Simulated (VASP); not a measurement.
# Ge (Fd-3m) in VASP: single point with PBE

Aim: the single point of Ge with PBE.

Program: VASP 6.6.1. These are calculated values, not measurements. Logs are shortened: lines on timing, memory, paths and dates and some standing lists are left out, and cuts for length are marked.

### 1 The cell of the first run

The structure is cubic, space group Fd-3m (No. 227). The conventional cell has a = 5.761 Å, b = 5.761 Å, c = 5.761 Å, α = 90.00°, β = 90.00°, γ = 90.00°. Within 3.3 Å of Ge (site symmetry -43m) lie 4 Ge at 2.49 Å.

### 2 Single point, PBE

The input, INCAR:

```
PREC = Accurate
ENCUT = 520
EDIFF = 1E-6
ISMEAR = -1
SIGMA = 0.02
LREAL = F
LASPH = T
NELM = 80
ALGO = Normal
ISIF = 2
LWAVE = F
LCHARG = F
GGA = PE
NBANDS = 36
```

The input, KPOINTS:

```
Automatic mesh
0
Gamma
  6 6 5
```

The input, POSCAR:

```
Ge
1.0
    2.8804751509      2.8804751509      0.0000000000
   -2.8804751509      2.8804751509      0.0000000000
    0.0000000000      0.0000000000      5.7609503019
Ge
4
Direct
    0.2500000000      0.5000000000      0.3750000000
    0.7500000000      0.0000000000      0.8750000000
    0.2500000000      0.0000000000      0.1250000000
    0.7500000000      0.5000000000      0.6250000000
```

Potentials or basis: VASP PAW PBE potentials, release 64 (Ge_d).

Launch:

```
$ cat potpaw_PBE.64/Ge_d/POTCAR > POTCAR
$ mpirun -np 1 vasp_std > vasp.out
```

OUTCAR:

```text
PREC = Accurate
   ENCUT = 520
   EDIFF = 1E-6
   ISMEAR = -1
   LREAL = F
   LASPH = T
   NELM = 80
   ISIF = 2
   GGA = PE

 ion  position               nearest neighbor table
   1  0.250  0.500  0.375-   3 2.49   4 2.49   3 2.49   4 2.49
   2  0.750  0.000  0.875-   3 2.49   4 2.49   4 2.49   3 2.49
   3  0.250  0.000  0.125-   1 2.49   2 2.49   1 2.49   2 2.49
   4  0.750  0.500  0.625-   1 2.49   2 2.49   2 2.49   1 2.49

  LATTYP: Found a simple tetragonal cell.
 ALAT       =     4.0736070245
 C/A-ratio  =     1.4142135624

  Lattice vectors:

 A1 = (   2.8804751509,   2.8804751509,   0.0000000000)
 A2 = (  -2.8804751509,   2.8804751509,   0.0000000000)
 A3 = (   0.0000000000,   0.0000000000,   5.7609503019)

Analysis of symmetry for initial positions (statically):
=====================================================================
 Subroutine PRICEL returns following result:

  LATTYP: Found a face centered cubic cell.
 ALAT       =     5.7609503019

  Lattice vectors:

 A1 = (   0.0000000000,  -2.8804751509,  -2.8804751510)
 A2 = (   2.8804751509,   0.0000000000,  -2.8804751510)
 A3 = (   2.8804751509,  -2.8804751509,  -0.0000000000)

   2 primitive cells build up your supercell.

 Routine SETGRP: Setting up the symmetry group for a
 simple tetragonal supercell.

 Subroutine GETGRP returns: Found 16 space group operations
 (whereof  4 operations were pure point group operations)
 out of a pool of 16 trial point group operations.

The static configuration has the point symmetry C_2h.
 The point group associated with its full space group is D_4h.

Analysis of symmetry for dynamics (positions and initial velocities):
=====================================================================
 Subroutine PRICEL returns following result:

  LATTYP: Found a face centered cubic cell.
 ALAT       =     5.7609503019

  Lattice vectors:

 A1 = (   0.0000000000,  -2.8804751509,  -2.8804751510)
 A2 = (   2.8804751509,   0.0000000000,  -2.8804751510)
 A3 = (   2.8804751509,  -2.8804751509,  -0.0000000000)

   2 primitive cells build up your supercell.
[... 94 lines left out ...]
   dimension x,y,z NGX =    30 NGY =   30 NGZ =   48
   dimension x,y,z NGXF=    60 NGYF=   60 NGZF=   96
   ions per type =               4
   NGX,Y,Z   is equivalent  to a cutoff of  12.24, 12.24, 13.85 a.u.
   NGXF,Y,Z  is equivalent  to a cutoff of  24.49, 24.49, 27.70 a.u.
 SYSTEM =  unknown system
   PREC   = accura    normal or accurate (medium, high low for compatibility)
   ISTART =      0    job   : 0-new  1-cont  2-samecut
   ICHARG =      2    charge: 1-file 2-atom 10-const
   ISPIN  =      1    spin polarized calculation?
   LNONCOLLINEAR =      F non collinear calculations
   LSORBIT =      F    spin-orbit coupling
   LASPH  =      T    aspherical Exc in radial PAW
   ENCUT  =  520.0 eV  38.22 Ry    6.18 a.u.   7.57  7.57 10.71*2*pi/ulx,y,z
   NELM   =     80;   NELMIN=  2; NELMDL= -5     # of ELM steps
   EDIFF  = 0.1E-05   stopping-criterion for ELM
   LREAL  =      F    real-space projection
   EDIFFG = 0.1E-04   stopping-criterion for IOM
   NSW    =      0    number of steps for IOM
   IBRION =     -1    ionic relax: 0-MD 1-quasi-New 2-CG
   NFREE  =      0    steps in history (QN), initial steepest desc. (CG)
   ISIF   =      2    stress and relaxation
   ISYM   =      2    0-nonsym 1-usesym 2-fastsym
   POTIM  = 0.5000    time-step for ionic-motion
   TEBEG  =    0.0;   TEEND  =   0.0 temperature during run
   PSTRESS=    0.0 pullay stress
   NELECT =      56.0000    total number of electrons
   NUPDOWN=      -1.0000    fix difference up-down
   EMIN   =  10.00;   EMAX   =-10.00  energy-range for DOS
   EFERMI =   0.00;   METHOD = LEGACY
   ISMEAR =    -1;   SIGMA  =   0.02  broadening in eV -4-tet -1-fermi 0-gaus
   EFERMI_NEDOS =   21; number of points for ismear=-14 and -15
   IALGO  =     38    algorithm
   IMIX   =      4    mixing-type and parameters
     AMIX     =   0.40;   BMIX     =  1.00
     AMIX_MAG =   1.60;   BMIX_MAG =  1.00
  volume/ion in A,a.u.               =      23.90       161.28
  Fermi-wavevector in a.u.,A,eV,Ry     =   1.369788  2.588524 25.528874  1.876319
  Thomas-Fermi vector in A             =   2.495632
   LORBIT       =      0    0 simple, 1 ext, 2 COOP (PROOUT), +10 PAW based schemes
   GGA     = PE    functional components
[... 5 lines left out ...]
 non-spin polarized calculation
  energy-cutoff  :      520.00
  volume of cell :       95.60
 maximum number of plane-waves:      2608
   NGX = 15   NGY = 15   NGZ = 21

 number of electron      55.9999949 magnetization

 Free energy of the ion-electron system (eV)
  ---------------------------------------------------
  ext. energy  EPLUGINS =         0.00000000
  ---------------------------------------------------
  free energy    TOTEN  =       -18.04532538 eV

  energy without entropy =      -18.04489946  energy(sigma->0) =      -18.04511242

 E-fermi :   4.4957     XC(G=0):  -9.6678

 val. band max:        4.4822046964   @ k =   0.0000   0.0000   0.0000
 cond. band min:       4.8542909783   @ k =   0.3333   0.0000   0.4000
 fundamental gap:      0.3720862820
 Fermi energy:         4.4957477577

 k-point     1 :       0.0000    0.0000    0.0000
  band No.  band energies     occupation
      1     -20.2932      2.00000
      2     -20.2932      2.00000
      3     -20.2633      2.00000
      4     -20.2633      2.00000
      5     -20.2606      2.00000
      6     -20.2323      2.00000
[... 925 lines left out ...]
     35      11.7051      0.00000
     36      11.7051      0.00000

 [... further k-points ...]

------------------------ aborting loop because EDIFF is reached ----------------------------------------

  FORCE on cell =-STRESS in cart. coord.  units (eV):
  Direction    XX          YY          ZZ          XY          YZ          ZX
  --------------------------------------------------------------------------------------
  -------------------------------------------------------------------------------------
  Total        0.0946819      0.0946819     -0.1770547     -0.0000000     -0.0000000      0.0000000
  in kB        1.5868100      1.5868100     -2.9673287     -0.0000000     -0.0000000      0.0000000
  external PRESSURE =       0.0687638 kB  Pullay stress =       0.0000000 kB

 VOLUME and BASIS-vectors are now :
 -----------------------------------------------------------------------------
  energy-cutoff  :      520.00
  volume of cell :       95.60
      direct lattice vectors                 reciprocal lattice vectors
     2.880475151  2.880475151  0.000000000     0.173582473  0.173582473  0.000000000
    -2.880475151  2.880475151  0.000000000    -0.173582473  0.173582473  0.000000000
     0.000000000  0.000000000  5.760950302     0.000000000  0.000000000  0.173582473

 POSITION                                       TOTAL-FORCE (eV/Angst)
 -----------------------------------------------------------------------------------
     -0.72012      2.16036      2.16036        -0.000000     -0.000000      0.000000
      2.16036      2.16036      5.04083        -0.000000      0.000000     -0.000000
      0.72012      0.72012      0.72012         0.000000     -0.000000     -0.000000
      0.72012      3.60059      3.60059         0.000000      0.000000      0.000000
 -----------------------------------------------------------------------------------
    total drift:                                0.000000     -0.000000      0.000000

  FREE ENERGIE OF THE ION-ELECTRON SYSTEM (eV)
  ---------------------------------------------------
  free  energy   TOTEN  =       -18.0453253793 eV

  energy  without entropy=      -18.0448994564  energy(sigma->0) =      -18.04511242
```

stdout:

```text
POSCAR found type information on POSCAR Ge
 POSCAR found :  1 types and       4 ions
 scaLAPACK will be used
 LDA part: xc-table for (Slater+PW92), standard interpolation
 POSCAR, INCAR and KPOINTS ok, starting setup
 FFT: planning ... GRIDC
 FFT: planning ... GRID_SOFT
 FFT: planning ... GRID
 WAVECAR not read
 entering main loop
```

Wall time 96 s (1 thread of AMD EPYC 7R43 (Zen 3), shared host); peak memory 0.19 GiB.

What came out:

```
Free energy            : -18.0453 eV
Pressure               : 0.0 GPa
Band gap on the k mesh : zero (filled and empty bands touch)
```

Levels at points of the mesh, in eV from the Fermi level:
```csv
k point,band 25,band 26,band 27,band 28,band 29,band 30,band 31,band 32
"(0.00, 0.00, 0.00)",-2.90,-0.46,-0.01,-0.01,-0.01,0.80,0.80,2.51
"(0.50, 0.00, 0.00)",-3.64,-3.64,-1.43,-1.43,1.84,1.84,4.65,4.65
"(0.50, 0.50, 0.00)",-2.90,-2.90,-2.90,-2.90,0.80,0.80,0.80,0.80
```
